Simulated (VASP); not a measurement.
# C62N (a cell with a defect) in VASP: notebook, part 2 of 2

VASP 6.6.1. The steps go on from the part before.

### 3 Single point, PBE

INCAR

```
SYSTEM = C62N
ALGO     = Normal         ! electronic algorithm
EDIFF    = 1E-6           ! SCF threshold, eV
ENCUT    = 520            ! plane-wave cutoff, eV
GGA      = PE             ! functional
ISIF     = 2              ! what is computed and relaxed
ISMEAR   = -1             ! smearing method
LASPH    = .TRUE.         ! aspherical terms in the spheres
LCHARG   = .FALSE.        ! write CHGCAR
LREAL    = Auto         
LWAVE    = .FALSE.        ! write WAVECAR
NBANDS   = 164            ! bands
NELECT   = 254.0        
NELM     = 80             ! most SCF steps
PREC     = Accurate       ! precision mode
SIGMA    = 0.02           ! smearing width, eV
```

KPOINTS

```
k-points
0
G
  2 2 2
  0 0 0
```

POSCAR

```
C62N
1.0
    7.1400000000      0.0000000000      0.0000000000
    0.0000000000      7.1400000000      0.0000000000
    0.0000000000      0.0000000000      7.1400000000
C N
62 1
Direct
    0.5091144258     -0.0056655462      0.0091144258
    0.6244106443      0.1242014006      0.1244106443
    0.7499064426      0.2500317927      0.0000317927
    0.8751864146      0.3748844538      0.1248844538
    0.7512141457      0.0010056022      0.2512141457
    0.8751239496      0.1249515406      0.3751239496
    0.0022386555      0.0012340336     -0.0022740896
    0.1281539216      0.1263931373      0.1223712885
    0.2443344538      0.2591144258      0.0091144258
    0.3742014006      0.3744106443      0.1244106443
    0.5000317927      0.4999064426      0.0000317927
    0.6248844538      0.6251864146      0.1248844538
    0.7507070028      0.7497138655     -0.0003841737
    0.8759205882      0.8754147059      0.1240648459
    0.2505707283      0.0005707283      0.2487633053
    0.3750904762      0.1250904762      0.3749928571
    0.5000317927      0.2500317927      0.2499064426
    0.6248844538      0.3748844538      0.3751864146
    0.7499977591      0.4999977591      0.2499977591
    0.8748795518      0.6248795518      0.3748795518
    0.4977259104      0.0012340336      0.5022386555
    0.6223712885      0.1263931373      0.6281539216
    0.7507070028      0.2496158263      0.4997138655
    0.8759205882      0.3740648459      0.6254147059
    0.7487633053      0.0005707283      0.7505707283
    0.8749928571      0.1250904762      0.8750904762
   -0.0002861345      0.5007070028     -0.0003841737
    0.1254147059      0.6259205882      0.1240648459
    0.2512340336      0.7522386555     -0.0022740896
    0.3763931373      0.8781539216      0.1223712885
   -0.0002861345      0.2496158263      0.2507070028
    0.1254147059      0.3740648459      0.3759205882
    0.2510056022      0.5012141457      0.2512141457
    0.3749515406      0.6251239496      0.3751239496
    0.4996158263      0.7497138655      0.2507070028
    0.6240648459      0.8754147059      0.3759205882
   -0.0014018207     -0.0003072829      0.4985981793
    0.1252817927      0.1191134454      0.6252817927
    0.2512340336      0.2477259104      0.5022386555
    0.3763931373      0.3723712885      0.6281539216
    0.4996158263      0.5007070028      0.4997138655
    0.6240648459      0.6259205882      0.6254147059
    0.7492107843      0.7501917367      0.5001917367
    0.8736515406      0.8749546218      0.6249546218
    0.5091144258      0.2591144258      0.7443344538
    0.6244106443      0.3744106443      0.8742014006
    0.7512141457      0.5012141457      0.7510056022
    0.8751239496      0.6251239496      0.8749515406
    0.0001917367      0.7501917367      0.2492107843
    0.1249546218      0.8749546218      0.3736515406
    0.0001917367      0.4992107843      0.5001917367
    0.1249546218      0.6236515406      0.6249546218
    0.2496927171      0.7485981793      0.4985981793
    0.3691134454      0.8752817927      0.6252817927
    0.0022386555      0.2477259104      0.7512340336
    0.1281539216      0.3723712885      0.8763931373
    0.2505707283      0.4987633053      0.7505707283
    0.3750904762      0.6249928571      0.8750904762
    0.4977259104      0.7522386555      0.7512340336
    0.6223712885      0.8781539216      0.8763931373
   -0.0014018207      0.7485981793      0.7496927171
    0.1252817927      0.8752817927      0.8691134454
    0.2390717087     -0.0109282913      0.7390717087
```

Potentials or basis: VASP PAW PBE potentials, release 64 (C, N).

On the command line:

```sh
$ cat potpaw_PBE.64/C/POTCAR potpaw_PBE.64/N/POTCAR > POTCAR
$ mpirun -np 1 vasp_std > vasp.out
```

OUTCAR:

```text
SYSTEM = C62N
   EDIFF = 1E-6
   ENCUT = 520
   GGA = PE
   ISIF = 2
   ISMEAR = -1
   LASPH = .TRUE.
   LREAL = Auto
   NELECT = 254.0
   NELM = 80
   PREC = Accurate

 ion  position               nearest neighbor table
   1  0.509  0.994  0.009-   2 1.49  30 1.50  60 1.50
   2  0.624  0.124  0.124-   1 1.49   3 1.55  17 1.55   5 1.55
   3  0.750  0.250  0.000-  26 1.55   4 1.55   2 1.55  46 1.55
   4  0.875  0.375  0.125-   3 1.55  19 1.55  27 1.55  31 1.55
   5  0.751  0.001  0.251-   6 1.53   2 1.55  14 1.56  36 1.56
   6  0.875  0.125  0.375-   5 1.53  37 1.53  31 1.54  23 1.54
   7  0.002  0.001  0.998-  26 1.54   8 1.55  62 1.56  14 1.56
   8  0.128  0.126  0.122-   9 1.50  15 1.54   7 1.55  31 1.57
   9  0.244  0.259  0.009-  10 1.49   8 1.50  56 1.50
  10  0.374  0.374  0.124-   9 1.49  11 1.55  17 1.55  33 1.55
  11  0.500  0.500  0.000-  58 1.55  12 1.55  46 1.55  10 1.55
  12  0.625  0.625  0.125-  11 1.55  19 1.55  13 1.55  35 1.55
  13  0.751  0.750  1.000-  48 1.54  14 1.55  12 1.55  60 1.57
  14  0.876  0.875  0.124-  49 1.54  13 1.55   5 1.56   7 1.56
  15  0.251  0.001  0.249-   8 1.54  30 1.54  16 1.55  50 1.55
[... 34 lines left out ...]
  50  0.125  0.875  0.374-  49 1.54  53 1.55  37 1.55  15 1.55
  51  0.000  0.499  0.500-  52 1.54  32 1.54  24 1.54  20 1.55
[... 9 lines left out ...]
  61  0.999  0.749  0.750-  48 1.53  62 1.54  44 1.55  52 1.55
  62  0.125  0.875  0.869-  63 1.48  61 1.54   7 1.56  29 1.56
  63  0.239  0.989  0.739-  38 1.48  54 1.48  62 1.48

  LATTYP: Found a simple cubic cell.
 ALAT       =     7.1400000000

  Lattice vectors:

 A1 = (   7.1400000000,   0.0000000000,   0.0000000000)
 A2 = (   0.0000000000,   7.1400000000,   0.0000000000)
 A3 = (   0.0000000000,   0.0000000000,   7.1400000000)

Analysis of symmetry for initial positions (statically):
=====================================================================
 Subroutine PRICEL returns:
 Original cell was already a primitive cell.

 Routine SETGRP: Setting up the symmetry group for a
 simple cubic supercell.
[... 245 lines left out ...]
  Thomas-Fermi vector in A             =   2.569495
   LORBIT       =      0    0 simple, 1 ext, 2 COOP (PROOUT), +10 PAW based schemes
   GGA     = PE    functional components
   LHFCALC =     F    Hartree Fock is set to
   AEXX    =    0.0000 exact exchange contribution
   IVDW    =     0    specifies the selected vdW correction
   LEPSILON=     F    determine dielectric tensor
   LRPA    =     F    only Hartree local field effects (RPA)
 non-spin polarized calculation
  energy-cutoff  :      520.00
  volume of cell :      363.99
 maximum number of plane-waves:      9808
 NGX is ok and might be reduce to    54
   NGX = 27   NGY = 27   NGZ = 27

 number of electron     253.9999992 magnetization

 Free energy of the ion-electron system (eV)
  ---------------------------------------------------
  ext. energy  EPLUGINS =         0.00000000
  ---------------------------------------------------
  free energy    TOTEN  =      -554.77416275 eV

  energy without entropy =     -554.76009059  energy(sigma->0) =     -554.76712667

 E-fermi :  11.5927     XC(G=0): -13.1698

 val. band max:       11.5845631620   @ k =   0.5000   0.0000   0.0000
 cond. band min:      11.6484360694   @ k =   0.5000   0.5000   0.0000
 fundamental gap:      0.0638729074
 Fermi energy:        11.5927253437

 k-point     1 :       0.0000    0.0000    0.0000
  band No.  band energies     occupation
      1     -12.1315      2.00000
      2     -10.5540      2.00000
      3      -9.8356      2.00000
      4      -9.8356      2.00000
      5      -9.7238      2.00000
      6      -9.7238      2.00000
[... 557 lines left out ...]
    138      15.3998      0.00000
    139      15.3998      0.00000
 [bands above 139 left out]

------------------------ aborting loop because EDIFF is reached ----------------------------------------

  FORCE on cell =-STRESS in cart. coord.  units (eV):
  Direction    XX          YY          ZZ          XY          YZ          ZX
  --------------------------------------------------------------------------------------
  -------------------------------------------------------------------------------------
  Total       16.7197340     16.7197340     16.7197340      3.7510039      3.7510039      3.7510039
  in kB       73.5944917     73.5944917     73.5944917     16.5106230     16.5106230     16.5106230
  external PRESSURE =      73.5944917 kB  Pullay stress =       0.0000000 kB

 VOLUME and BASIS-vectors are now :
 -----------------------------------------------------------------------------
  energy-cutoff  :      520.00
  volume of cell :      363.99
      direct lattice vectors                 reciprocal lattice vectors
     7.140000000  0.000000000  0.000000000     0.140056022  0.000000000  0.000000000
     0.000000000  7.140000000  0.000000000     0.000000000  0.140056022  0.000000000
     0.000000000  0.000000000  7.140000000     0.000000000  0.000000000  0.140056022

 POSITION                                       TOTAL-FORCE (eV/Angst)
 -----------------------------------------------------------------------------------
      3.63508      7.09955      0.06508        -0.040861      0.018911     -0.040861
      4.45829      0.88680      0.88829         0.011720      0.015983      0.011720
      5.35433      1.78523      0.00023        -0.017544     -0.008002     -0.008002
      6.24883      2.67668      0.89168         0.002147     -0.016625     -0.016625
      5.36367      0.00718      1.79367        -0.017783     -0.002795     -0.017783
      6.24839      0.89215      2.67839        -0.000434      0.004705     -0.000434
[... 55 lines left out ...]
      0.89451      6.24951      6.20547         0.016694      0.016694      0.026408
      1.70697      7.06197      5.27697         0.000169      0.000169      0.000169
 -----------------------------------------------------------------------------------
    total drift:                                0.005379      0.005379      0.005380

  FREE ENERGIE OF THE ION-ELECTRON SYSTEM (eV)
  ---------------------------------------------------
  free  energy   TOTEN  =      -554.7741627533 eV

  energy  without entropy=     -554.7600905946  energy(sigma->0) =     -554.76712667
```

It took 13 min on 1 thread of AMD EPYC 7R43 (Zen 3), shared host; peak memory 0.44 GiB.

What came out:

```yaml
Free_energy: -554.7742 eV
Largest_force: 0.061 eV/Å
```

Forces on the atoms (eV/Å):
```
C   -0.041  0.019 -0.041
C    0.012  0.016  0.012
C   -0.018 -0.008 -0.008
C    0.002 -0.017 -0.017
C   -0.018 -0.003 -0.018
C    0.000  0.005  0.000
C   -0.001  0.000  0.001
C    0.004 -0.006  0.008
C    0.019 -0.041 -0.041
C    0.016  0.012  0.012
C   -0.008 -0.018 -0.008
C   -0.017  0.002 -0.017
C   -0.011  0.014  0.003
C   -0.004  0.018 -0.022
C    0.007  0.007 -0.013
C   -0.004 -0.004  0.008
C   -0.008 -0.008 -0.018
C   -0.017 -0.017  0.002
C   -0.007 -0.007 -0.007
C    0.000  0.000  0.000
C    0.001  0.000 -0.001
C    0.008 -0.006  0.004
C   -0.011  0.003  0.014
C   -0.004 -0.022  0.018
C   -0.013  0.007  0.007
C    0.008 -0.004 -0.004
C    0.014 -0.011  0.003
C    0.018 -0.004 -0.022
C    0.000 -0.001  0.001
C   -0.006  0.004  0.008
C    0.014  0.003 -0.011
C    0.018 -0.022 -0.004
C   -0.003 -0.018 -0.018
C    0.005  0.000  0.000
C    0.003  0.014 -0.011
C   -0.022  0.018 -0.004
C    0.006 -0.004  0.006
C    0.017  0.026  0.017
C    0.000  0.001 -0.001
C   -0.006  0.008  0.004
C    0.003 -0.011  0.014
C   -0.022 -0.004  0.018
C    0.000  0.017  0.017
C    0.010  0.007  0.007
C   -0.041 -0.041  0.019
C    0.012  0.012  0.016
C   -0.018 -0.018 -0.003
C    0.000  0.000  0.005
C    0.017  0.017  0.000
C    0.007  0.007  0.010
C    0.017  0.000  0.017
C    0.007  0.010  0.007
C   -0.004  0.006  0.006
C    0.026  0.017  0.017
C   -0.001  0.001  0.000
C    0.004  0.008 -0.006
C    0.007 -0.013  0.007
C   -0.004  0.008 -0.004
C    0.001 -0.001  0.000
C    0.008  0.004 -0.006
C    0.006  0.006 -0.004
C    0.017  0.017  0.026
N    0.000  0.000  0.000
```

Levels at points of the mesh, in eV from the Fermi level:
```
           k point  band 123  band 124  band 125  band 126  band 127  band 128  band 129  band 130
(0.00, 0.00, 0.00)     -2.90     -2.69     -2.69     -1.27      0.18      0.18      2.13      2.16
(0.50, 0.00, 0.00)     -3.98     -3.95     -3.14     -1.64     -0.25     -0.01      1.97      2.07
(0.50, 0.50, 0.00)     -3.35     -3.04     -2.99     -1.64     -0.26      0.06      3.24      3.44
(0.50, 0.50, 0.50)     -3.92     -3.92     -3.91     -1.48      0.09      0.09      3.15      3.65
```

Caveat: the k points lie up to 0.44 Å⁻¹ apart; the cell carries a net charge on a neutralising background, which shifts energy and pressure; the cell is charged against a uniform background, so pressure and absolute levels hang on convention.
